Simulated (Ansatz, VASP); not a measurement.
**One calculation of CaS, two programs**

```
Ca S
1.0
     0.00000    2.93477    2.93477
     2.93477    0.00000    2.93477
     2.93477    2.93477    0.00000
Ca S
1 1
Direct
  0.00000 0.00000 0.00000
  0.50000 0.50000 0.50000
```

Alike in both runs: task single point; functional r2SCAN; k mesh 5 × 5 × 5; no spin polarisation.

```csv
,VASP,Ansatz
version,VASP 6.6.1,Ansatz 0.2.0
potentials or method,"VASP PAW PBE potentials, release 64 (Ca_sv, S), cutoff 550 eV","plane waves, PAW"
occupations,"gaussian, width 0.01 eV",fixed
valence electrons in the cell,16,16
```

```tsv
	VASP	Ansatz	Ansatz less VASP
pressure (GPa)	-4.4	-4.6	-0.21
```

VASP's potentials were made for PBE, not for r2SCAN.
